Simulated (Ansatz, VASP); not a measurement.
## Ru: VASP beside Ansatz

Contents of INCAR:

```
SYSTEM = Ru
PREC = Accurate
ENCUT = 520
EDIFF = 1E-6
ISMEAR = -1
SIGMA = 0.1
LREAL = .False.
LASPH = .True.
NELM = 60
ALGO = Normal
ISIF = 2
LWAVE = .False.
LCHARG = .False.
GGA = B5
ALDAX = 1.0
AGGAX = 1.0
AGGAC = 1.0
ALDAC = 0.0
NBANDS = 36
```

File KPOINTS:

```
Automatic mesh
0
Gamma
  15 15 4
  0 0 0
```

The input POSCAR:

```
Ru
1.0
    2.7163053973      0.0000000000      0.0000000000
   -1.3581526987      2.3523894785      0.0000000000
    0.0000000000      0.0000000000      8.7102727033
Ru
4
Direct
    1.0000000000      1.0000000000      1.0000000000
    1.0000000000      1.0000000000      0.5000000000
    0.3333333333      0.6666666667      0.2500000000
    0.6666666667      0.3333333333      0.7500000000
```

Input for Ansatz:

```yaml
crystal:
  lattice:
    - [2.7163053973, 0.0, 0.0]
    - [-1.3581526987, 2.3523894785, 0.0]
    - [0.0, 0.0, 8.7102727033]
  atoms:
    - { symbol: Ru, position: [1.0, 1.0, 1.0] }
    - { symbol: Ru, position: [1.0, 1.0, 0.5] }
    - { symbol: Ru, position: [0.3333333333, 0.6666666667, 0.25] }
    - { symbol: Ru, position: [0.6666666667, 0.3333333333, 0.75] }
hamiltonian:
  xc: blyp
  pseudopotentials:
    kind: paw
    azcp:
      Ru: "pseudopotentials/Ru.paw.azcp"
basis:
  ecutwfc: 420
  fft_grid_basis: typed
kpoints:
  mp_grid: { grid: [15, 15, 4], shift: [0, 0, 0] }
magnetization:
  spin_polarized: false
scf:
  occupations: { method: fermi_dirac, width: 0.1 }
  lower_state_search: "off"
output:
  stress: true
```

Alike in both runs: task single point; functional BLYP; k mesh 15 × 15 × 4; occupations fermi-dirac, width 0.1 eV; no spin polarisation.

|  | VASP | Ansatz |
| --- | --- | --- |
| version | VASP 6.6.1 | Ansatz 0.2.0 |
| potentials or method | VASP PAW PBE potentials, release 64 (Ru_pv), cutoff 520 eV | plane waves (420 eV) with PAW, scalar-relativistic |
| valence electrons in the cell | 56 | 64 |

Ansatz gave:

| Property | Result |
| --- | --- |
| pressure (GPa) | 11.8 |
| traceless stress, the component that is largest in VASP (GPa) | 0.95 |

Task: Which values does VASP return?

Result: Pressure (GPa): 12.5; traceless stress, the component that is largest in VASP (GPa): 0.97.

VASP's potentials were made for PBE, not for BLYP. VASP's potentials hold 56 valence electrons a cell and Ansatz's 64, so a difference there can come from the potentials and not from the codes.
